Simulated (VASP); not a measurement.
PbSe (Clausthalite):

```
Pb Se
1.0
     0.00000    3.06065    3.06065
     3.06065    0.00000    3.06065
     3.06065    3.06065    0.00000
Pb Se
1 1
Cartesian
  -0.0115 -0.0087 -0.0166
  3.0383 3.0478 3.0701
```

Base run:

```yaml
Program: VASP 6.6.1
Functional: PBE
Potentials_or_basis: VASP PAW PBE potentials, release 64 (Pb_d, Se)
Cutoff: 520 eV
k_mesh: 7 × 7 × 7
Occupations: methfessel-paxton, width 0.05 eV
Spin: no spin polarisation
```

Its results: band gap on the k mesh 0.86 eV, direct; pressure 2.4 GPa; largest force 0.018 eV/Å.

Task: After a change of settings the same cell gave: band gap on the k mesh 0.69 eV, direct; pressure 2.4 GPa; largest force 0.020 eV/Å. Which change was it?
A. k mesh from 7 × 7 × 7 to 8 × 8 × 8; occupations from methfessel-paxton, width 0.05 eV to fermi-dirac, width 0.05 eV
B. k mesh from 7 × 7 × 7 to 9 × 9 × 9
C. k mesh from 7 × 7 × 7 to 10 × 10 × 10; further incar settings from ALGO = Normal; EDIFF = 1e-06; NBANDS = 17 to ALGO = Normal; EDIFF = 1e-07; NBANDS = 17

Result: B.

Caveats: spin-orbit coupling is left out, which moves the levels of the heavy elements.
